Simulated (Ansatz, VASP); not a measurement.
**One calculation of Li4Al2Mo, two programs**

INCAR

```
SYSTEM = Li4Al2Mo
ALGO = Normal
EDIFF = 1E-6
EDIFFG = -0.04
ENCUT = 600
GGA = PE
IBRION = 2
ISIF = 3
ISMEAR = 0
LASPH = .TRUE.
LCHARG = .FALSE.
LREAL = .FALSE.
LWAVE = .FALSE.
NELM = 80
NSW = 90
PREC = Accurate
SIGMA = 0.1
```

Contents of KPOINTS:

```
k-points
0
G
  6 6 4
  0 0 0
```

POSCAR

```
Li4Al2Mo
1.0
    4.2105849200      0.0000000000      0.0000000000
   -2.1052924600      3.6464735100      0.0000000000
    0.0000000000      0.0000000000      6.5611725400
Li Al Mo
4 2 1
Direct
    0.5000000000      0.0000000000      0.0000000000
    0.0000000000      0.5000000000      0.0000000000
    0.5000000000      0.5000000000      0.0000000000
    0.0000000000      0.0000000000      0.5000000000
    0.3333333300      0.6666666700      0.5000000000
    0.6666666700      0.3333333300      0.5000000000
    0.0000000000      0.0000000000      0.0000000000
```

Input for Ansatz:

```yaml
crystal:
  lattice:
    - [4.21058492, 0.0, 0.0]
    - [-2.10529246, 3.64647351, 0.0]
    - [0.0, 0.0, 6.56117254]
  atoms:
    - { symbol: Li, position: [0.5, 0.0, 0.0] }
    - { symbol: Li, position: [0.0, 0.5, 0.0] }
    - { symbol: Li, position: [0.5, 0.5, 0.0] }
    - { symbol: Li, position: [0.0, 0.0, 0.5] }
    - { symbol: Al, position: [0.33333333, 0.66666667, 0.5] }
    - { symbol: Al, position: [0.66666667, 0.33333333, 0.5] }
    - { symbol: Mo, position: [0.0, 0.0, 0.0] }
basis:
  ecutwfc: 420
kpoints:
  mp_grid: { grid: [6, 6, 4] }
hamiltonian:
  xc: pbe
scf:
  occupations: { method: gaussian, width: 0.1 }
  lower_state_search: "off"
output:
  forces: true
  stress: true
  eigenvalues: true
relax:
  adjacent_minimum: "off"
  f_tol: 0.04
  max_steps: 70
  cell: { stress_tol: 0.4 }
```

Alike in both runs: task relaxation of cell and atoms; functional PBE; k mesh 6 × 6 × 4; occupations gaussian, width 0.1 eV; no spin polarisation.

```csv
,VASP,Ansatz
version,VASP 6.6.1,Ansatz 0.2.0
potentials or method,"VASP PAW PBE potentials, release 64 (Li_sv, Al, Mo_sv), cutoff 600 eV","scalar-relativistic, plane waves, PAW"
valence electrons in the cell,32,32
```

|  | VASP | Ansatz | Ansatz less VASP |
| --- | --- | --- | --- |
| gap on the k mesh at the Fermi level, each at its own relaxed structure (eV) | none | none | - |
| relaxed volume (Å³/atom) | 15.19 | 15.47 | +0.278 |
| relaxed cell length with the largest relative difference (Å) | 5.060 | 5.107 | +0.0468 |

A gap of «none» marks a metal or a gap that the smearing closes.

Noted on VASP's run: the cutoff is short for stress, so the pressure is rough.
